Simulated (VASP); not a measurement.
Here is a VASP 6.6.1 calculation.

The input INCAR:

```
PREC = Accurate
ENCUT = 520
EDIFF = 1E-6
ISMEAR = 0
SIGMA = 0.14
LREAL = False
LASPH = True
NELM = 80
ALGO = Normal
ISIF = 2
LWAVE = False
LCHARG = False
GGA = PE
NBANDS = 30
```

File KPOINTS:

```
regular mesh
0
Gamma
  5 5 5
```

Contents of POSCAR:

```
Li4Ga2B
1.0
    4.4112620000      0.0000000000      0.0000000000
   -2.2056310000      3.8202720000      0.0000000000
   -2.2056310000      1.2734240000      6.0394330000
Ga B Li
2 1 4
Direct
    0.4069500000      0.5930500000      0.2208500000
    0.2664500000      0.7335500000      0.7993500000
    0.1244000000      0.8756000000      0.3732000000
    0.8360000000      0.1640000000      0.5080000000
    0.7006000000      0.2994000000      0.1018000000
    0.9967000000      0.0033000000      0.9901000000
    0.5410000000      0.4590000000      0.6230000000
```

Potentials or basis: VASP PAW PBE potentials, release 64 (Ga_d, B, Li_sv).

Launch:

```bash
$ cat potpaw_PBE.64/Ga_d/POTCAR potpaw_PBE.64/B/POTCAR potpaw_PBE.64/Li_sv/POTCAR > POTCAR
$ mpirun -np 1 vasp_std > vasp.out
```

Task: Predict the band gap on the k mesh.

Result: Zero (an odd number of electrons rules out a gap without spin polarisation).

Task: Predict the largest force.

Result: 1.037 eV/Å.

Forces on the atoms (eV/Å):
```
Ga   0.000  0.000  0.183
Ga   0.000  0.000 -1.037
B    0.000  0.000  0.679
Li   0.000  0.000  0.255
Li   0.000  0.000 -0.446
Li   0.000  0.000 -0.205
Li   0.000  0.000  0.571
```

Caveat: forces of over 1 eV/Å act on the atoms, so gaps and moduli don't describe the material at rest.
